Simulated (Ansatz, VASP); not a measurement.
# WS3 in VASP and in Ansatz

The input POSCAR:

```
WS3
1.0
    9.8688827055      0.0000000000      0.0000000000
   -4.9344413527      8.5467031300      0.0000000000
    0.0000000000      0.0000000000      2.9464338952
W S
2 6
Direct
    0.3333333333      0.6666666667      0.2114392590
    0.6666666667      0.3333333333      0.7114392590
    0.5450977019      0.8217758066      0.7620365862
    0.2766781047      0.4549022981      0.7620365862
    0.1782241934      0.7233218953      0.7620365862
    0.4549022981      0.1782241934      0.2620365862
    0.7233218953      0.5450977019      0.2620365862
    0.8217758066      0.2766781047      0.2620365862
```

File INCAR.step1:

```
SYSTEM = WS3
PREC = Accurate ; ENCUT = 520
ISMEAR = 0 ; SIGMA = 0.02
LREAL = .False. ; LASPH = .True.
NELM = 80 ; NBANDS = 42
GGA = PE ; ALGO = Normal
EDIFF = 1E-4 ; LWAVE = .True.
LCHARG = .False.
```

File INCAR.step2:

```
SYSTEM = WS3
PREC = Accurate ; ENCUT = 520
EDIFF = 1E-7 ; ISMEAR = 0
SIGMA = 0.02 ; LREAL = .False.
LASPH = .True. ; NELM = 80
ALGO = Normal ; ISIF = 2
LWAVE = .False. ; LCHARG = .True.
METAGGA = R2SCAN ; LMIXTAU = .True.
LELF = .True. ; LVHAR = .True.
NBANDS = 42 ; ISTART = 1
```

File KPOINTS:

```
regular mesh
0
Gamma
  3 3 10
  0 0 0
```

Input for Ansatz:

```yaml
crystal:
  lattice:
    - [9.8688827055, 0.0, 0.0]
    - [-4.9344413527, 8.54670313, 0.0]
    - [0.0, 0.0, 2.9464338952]
  atoms:
    - { symbol: W, position: [0.3333333333, 0.6666666667, 0.211439259] }
    - { symbol: W, position: [0.6666666667, 0.3333333333, 0.711439259] }
    - { symbol: S, position: [0.5450977019, 0.8217758066, 0.7620365862] }
    - { symbol: S, position: [0.2766781047, 0.4549022981, 0.7620365862] }
    - { symbol: S, position: [0.1782241934, 0.7233218953, 0.7620365862] }
    - { symbol: S, position: [0.4549022981, 0.1782241934, 0.2620365862] }
    - { symbol: S, position: [0.7233218953, 0.5450977019, 0.2620365862] }
    - { symbol: S, position: [0.8217758066, 0.2766781047, 0.2620365862] }
basis:
  ecutwfc: 500
kpoints:
  mp_grid: { grid: [3, 3, 10] }
  band_path:
    path:
      - [[0.0, 0.0, 0.0], [0.5, 0.0, 0.0], [0.33333333, 0.33333333, 0.0], [0.0, 0.0, 0.0], [0.0, 0.0, 0.5], [0.5, 0.0, 0.5], [0.33333333, 0.33333333, 0.5], [0.0, 0.0, 0.5]]
      - [[0.5, 0.0, 0.5], [0.5, 0.0, 0.0]]
      - [[0.33333333, 0.33333333, 0.5], [0.33333333, 0.33333333, 0.0]]
    npoints: 14
hamiltonian:
  xc: r2scan
scf:
  occupations: { method: gaussian, width: 0.02 }
  n_extra_bands: 20
output:
  forces: true
  stress: true
  eigenvalues: true
  populations: true
  dos: { projected: true, de: 0.02, nscf_kmesh: { grid: [5, 5, 15] } }
  bader: true
  write_density: true
  write_potential: true
  elf: true
  volumetric_format: npy
```

Alike in both runs: task single point; functional r2SCAN; k mesh 3 × 3 × 10; occupations gaussian, width 0.02 eV; no spin polarisation.

```csv
,VASP,Ansatz
version,VASP 6.6.1,Ansatz 0.2.0
potentials or method,"VASP PAW PBE potentials, release 64 (W_sv, S), cutoff 520 eV","scalar-relativistic, plane waves, PAW"
valence electrons in the cell,64,64
```

VASP gave:

| Property | Result |
| --- | --- |
| gap on the k mesh at the Fermi level (eV) | 0.97 |
| least direct gap on the mesh (eV) | 1.06 |
| pressure (GPa) | -1.2 |
| traceless stress, the component that is largest in VASP (GPa) | 0.30 |
| rms of the force components (eV/Å) | 0.139 |

What did Ansatz give for the same quantities?

gap on the k mesh at the Fermi level (eV): 0.96; least direct gap on the mesh (eV): 1.05; pressure (GPa): -1.3; traceless stress, the component that is largest in VASP (GPa): 0.24; rms of the force components (eV/Å): 0.147.

VASP's potentials were made for PBE, not for r2SCAN. Atom by atom the forces differ by 0.008 eV/Å (rms over components). With one functional, cell and mesh, what is left measures potentials, basis and numerics. Ansatz's warnings: xc potential rough in thin density.

Neither program's run includes spin-orbit coupling.
